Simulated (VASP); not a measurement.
Wanted: the native input for a VASP 6.6.1 run.

```yaml
Task: single point
Functional: PBE
Potentials_or_basis: VASP PAW PBE potentials, release 64 (Ag)
Cutoff: 520 eV
k_mesh: 11 × 11 × 11
Occupations: gaussian, width 0.02 eV
Spin: no spin polarisation
Dipole_correction: no
Further_INCAR_settings: ALGO = Fast; EDIFF = 1e-07; NBANDS = 12
```

The structure of Ag lies in POSCAR:

```
Ag
1.0
    0.0000000000      2.0427500000      2.0427500000
    2.0427500000      0.0000000000      2.0427500000
    2.0427500000      2.0427500000      0.0000000000
Ag
1
Direct
    0.0000000000      0.0000000000      0.0000000000
```

These files were run (other wordings do the same):

INCAR

```
SYSTEM = Ag
PREC     = Accurate       ! precision mode
ENCUT    = 520            ! plane-wave cutoff, eV
EDIFF    = 1E-7           ! SCF threshold, eV
ISMEAR   = 0              ! smearing method
SIGMA    = 0.02           ! smearing width, eV
LREAL    = .False.        ! projectors in reciprocal space
LASPH    = .True.         ! aspherical terms in the spheres
NELM     = 80             ! most SCF steps
ALGO     = Fast           ! electronic algorithm
ISIF     = 2              ! what is computed and relaxed
LWAVE    = .False.        ! write WAVECAR
LCHARG   = .False.        ! write CHGCAR
GGA      = PE             ! functional
NBANDS   = 12             ! bands
```

KPOINTS

```
regular mesh
0
Gamma
  11 11 11
  0 0 0
```

Potentials or basis: VASP PAW PBE potentials, release 64 (Ag).

Run with:

```sh
$ cat potpaw_PBE.64/Ag/POTCAR > POTCAR
$ mpirun -np 1 vasp_std > vasp.out
```

Results of the run:

| Quantity | Value |
| --- | --- |
| Pressure | 4.1 GPa |

It took 8.5 s on 1 thread of Intel(R) Xeon(R) Platinum 8124M CPU @ 3.00GHz (Skylake/Cascade Lake) (shared host), peak memory 0.14 GiB.
